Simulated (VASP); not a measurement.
The system is TaCl3F.

```
CELL_PARAMETERS angstrom
4.47233 0.00000 0.00000
0.00000 4.47233 0.00000
0.00000 0.00000 5.78663
ATOMIC_POSITIONS crystal
Ta 0.50000 0.50000 0.99162
Cl 0.00000 0.00000 0.22689
Cl 0.00000 0.50000 0.69272
Cl 0.50000 0.00000 0.69272
F 0.00000 0.00000 0.56762
```

The cell was built from a structure type or drawn by symmetry, and may not be a known phase.

* Program: VASP 6.6.1
* Task: relaxation of cell and atoms
* Functional: PBE
* Potentials or basis: VASP PAW PBE potentials, release 64 (Ta_pv, Cl, F)
* Cutoff: 600 eV
* k mesh: 3 × 3 × 2
* Occupations: gaussian, width 0.15 eV
* Spin: no spin polarisation

At the start: pressure -3.5 GPa; volume 23.15 Å³/atom.

Problem. Where does the relaxation end?

Solution. Over 24 steps the energy falls by 997.1 meV/atom and the volume is 23.32 Å³/atom (+0.8 %); space group P4mm (No. 99, to 0.1 Å) before and after.

The path:
```
step  energy change (eV)  largest force (eV/Å)  pressure (GPa)  volume (Å³)
   1              0.0000                5.2646           -3.50       115.74
   2             -2.7733                2.1760            0.37       107.47
   3             -3.2082                1.6666            5.54       103.83
   4             -3.2161                1.5840            6.54       103.27
   5             -3.9884                0.9910            1.69       114.80
   6             -4.1779                1.0149            0.14       122.88
   7             -4.1246                1.1088           -1.01       139.54
   8             -4.2012                0.9532           -0.55       131.33
   9             -4.4366                1.6980           -0.22       129.56
  10             -4.7581                1.1881           -1.29       123.02
  11             -4.8155                0.7503           -0.93       126.28
  12             -4.8472                0.6547           -1.10       125.24
  13             -4.8836                0.6050            2.25       118.26
  14             -4.8947                0.5882            1.08       120.43
  15             -4.9438                0.2797            0.01       120.60
  16             -4.9454                0.4252           -0.21       120.64
  17             -4.9575                0.4507            0.64       119.87
  18             -4.9612                0.2497            0.34       120.13
  19             -4.9678                0.1989           -0.69       121.14
  20             -4.9679                0.2046           -0.57       121.02
  21             -4.9769                0.1555           -0.35       119.70
  22             -4.9827                0.2803            0.15       117.15
  23             -4.9848                0.0903           -0.24       116.37
  24             -4.9855                0.0278           -0.12       116.62
```

Final structure:
```xyz
5
Lattice="4.0298 0.0000 0.0000 0.0000 4.0298 0.0000 0.0000 0.0000 7.1815" Properties=species:S:1:pos:R:3 pbc="T T T"
Ta    2.0149    2.0149    6.8142
Cl    0.0000    0.0000    1.0364
Cl    0.0000    2.0149    5.5516
Cl    2.0149    0.0000    5.5516
F     0.0000    0.0000    3.8229
```

Caveat: the k points lie up to 0.52 Å⁻¹ apart in the final cell, too coarse for converged energies and pressures of a metal; a cell axis changed by over 15 % at a fixed basis, so the end point is rough; an odd number of electrons without spin polarisation forces a metal; a magnetic or distorted state may lie lower.
